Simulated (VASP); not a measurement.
Here is a VASP 6.6.1 calculation.

File INCAR:

```
PREC = Accurate
ENCUT = 650
EDIFF = 1E-8
ISMEAR = -1
SIGMA = 0.05
LREAL = F
LASPH = T
NELM = 120
ALGO = Normal
ISIF = 2
LWAVE = F
LCHARG = F
GGA = PE
LEFG = T
NBANDS = 104
GGA_COMPAT = F
KPAR = 4
```

File KPOINTS:

```
regular mesh
0
Gamma
  7 3 3
```

POSCAR

```
LiAu4Se4Cl4O12
1.0
    4.7410724167      0.0000000000      0.0000000000
   -0.3378845220     10.1099486027      0.0000000000
   -0.5366116320     -1.4778935684     10.8075255950
Li Se Au Cl O
1 4 4 4 12
Direct
    0.5693040000      0.5260580000      0.0079480000
    0.2756810000      0.1312970000      0.2669980000
    0.8592620000      0.2797470000      0.8842240000
    0.1461980000      0.7261460000      0.1154960000
    0.7332030000      0.8664000000      0.7288210000
    0.9927830000      0.4084490000      0.1763110000
    0.9999620000      0.0007480000      0.9976420000
    0.0233220000      0.5919250000      0.8228030000
    0.0031910000      0.9981150000      0.4972260000
    0.6684350000      0.5106040000      0.6764460000
    0.3436000000      0.4886430000      0.3240920000
    0.7318310000      0.8030780000      0.4416940000
    0.2773240000      0.1922590000      0.5519640000
    0.3387200000      0.0424450000      0.1235780000
    0.3054870000      0.6629920000      0.9782020000
    0.9798330000      0.2209030000      0.2304290000
    0.8894730000      0.8234810000      0.0613520000
    0.8975120000      0.5957910000      0.1272380000
    0.1121890000      0.1781060000      0.9358030000
    0.7047760000      0.3447070000      0.0228660000
    0.0315420000      0.7794500000      0.7676670000
    0.0790000000      0.9989420000      0.3166670000
    0.1149160000      0.4060790000      0.8718190000
    0.6636420000      0.9559220000      0.8711130000
    0.9254810000      0.9989640000      0.6777930000
```

Potentials or basis: VASP PAW PBE potentials, release 64 (Li_sv, Se, Au, Cl, O).

The run is started by

```sh
$ cat potpaw_PBE.64/Li_sv/POTCAR potpaw_PBE.64/Se/POTCAR potpaw_PBE.64/Au/POTCAR potpaw_PBE.64/Cl/POTCAR potpaw_PBE.64/O/POTCAR > POTCAR
$ mpirun -np 4 vasp_std > vasp.out
```

Question: What does it give for the pressure?

Answer: -0.5 GPa.

Question: What does it give for the largest force?

Answer: 0.199 eV/Å.

Question: What does it give for the band gap on the k mesh?

Answer: Zero (an odd number of electrons rules out a gap without spin polarisation).

Forces in eV/Å, atoms in the order of the input:
```
Li  -0.018 -0.009  0.035
Se  -0.008  0.006 -0.032
Se   0.006  0.014  0.030
Se  -0.011 -0.019 -0.057
Se   0.004 -0.017  0.031
Au   0.020 -0.004 -0.005
Au   0.008  0.006 -0.003
Au  -0.043 -0.005 -0.009
Au  -0.004  0.014  0.000
Cl   0.124  0.033  0.102
Cl  -0.080 -0.017 -0.069
Cl   0.065  0.111  0.043
Cl  -0.073 -0.091 -0.026
O   -0.124 -0.005 -0.075
O    0.045 -0.112 -0.054
O   -0.009  0.116 -0.061
O    0.006  0.172 -0.055
O   -0.035 -0.126 -0.007
O   -0.024 -0.193  0.045
O    0.007  0.103  0.059
O    0.003 -0.103  0.061
O   -0.005 -0.037  0.183
O   -0.023  0.111 -0.018
O    0.139  0.025  0.064
O    0.030  0.028 -0.180
```

Caveat: without QUAD_EFG the Cq values of the log hold for a quadrupole moment of 1 mb, not for the nuclei; spin-orbit coupling is left out, which moves the levels of the heavy elements; an odd number of electrons without spin polarisation forces a metal; a magnetic or distorted state may lie lower.
